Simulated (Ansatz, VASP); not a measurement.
**MoSe in VASP and in Ansatz**

Contents of INCAR:

```
  PREC = Accurate
  ENCUT = 520
  EDIFF = 1E-7
  ISMEAR = 0
  SIGMA = 0.05
  LREAL = F
  LASPH = T
  NELM = 150
  ALGO = Normal
  ISIF = 2
  LWAVE = F
  LCHARG = T
  ISPIN = 2
  MAGMOM = 0.96 0
  LORBIT = 11
  LMAXMIX = 4
  GGA = PE
  LELF = T
  LVHAR = T
  NBANDS = 21
```

File KPOINTS:

```
regular mesh
0
Gamma
  10 10 10
```

File POSCAR:

```
MoSe
1.0
    0.0000000000      2.8778986845      2.8778986845
    2.8778986845      0.0000000000      2.8778986845
    2.8778986845      2.8778986845      0.0000000000
Mo Se
1 1
Direct
    0.0000000000      0.0000000000      0.0000000000
    0.2500000000      0.2500000000      0.2500000000
```

Input for Ansatz:

```yaml
crystal:
  lattice:
    - [0.0, 2.8778986845, 2.8778986845]
    - [2.8778986845, 0.0, 2.8778986845]
    - [2.8778986845, 2.8778986845, 0.0]
  atoms:
    - { symbol: Mo, position: [0.0, 0.0, 0.0], spin: 0.96 }
    - { symbol: Se, position: [0.25, 0.25, 0.25] }
basis:
  ecutwfc: 420
  ecutrho_ratio: 4
kpoints:
  mp_grid: { grid: [10, 10, 10] }
hamiltonian:
  xc: pbe
scf:
  occupations: { method: gaussian, width: 0.05 }
output:
  forces: true
  stress: true
  eigenvalues: true
  populations: true
  write_density: true
  write_potential: true
  elf: true
  volumetric_format: npy
magnetization:
  spin_polarized: true
```

Alike in both runs: task single point; functional PBE; k mesh 10 × 10 × 10; occupations gaussian, width 0.05 eV; collinear spin.

```csv
,VASP,Ansatz
version,VASP 6.6.1,Ansatz 0.2.0
potentials or method,"VASP PAW PBE potentials, release 64 (Mo_sv, Se), cutoff 520 eV","scalar-relativistic, plane waves, PAW"
valence electrons in the cell,20,30
```

|  | VASP | Ansatz | Ansatz less VASP |
| --- | --- | --- | --- |
| gap on the k mesh at the Fermi level (eV) | none | none | - |
| pressure (GPa) | -3.5 | -3.6 | -0.14 |
| net moment per atom (μB) | 0.63 | 0.63 | 0.000 |
| size of the moment on the site where the two differ most (μB) | 1.12 | 0.90 | -0.214 |

Site moments also hang on the region over which each program counts them. A gap of «none» marks a metal or a gap that the smearing closes. VASP's potentials hold 20 valence electrons a cell and Ansatz's 30, so a difference there can come from the potentials and not from the codes.
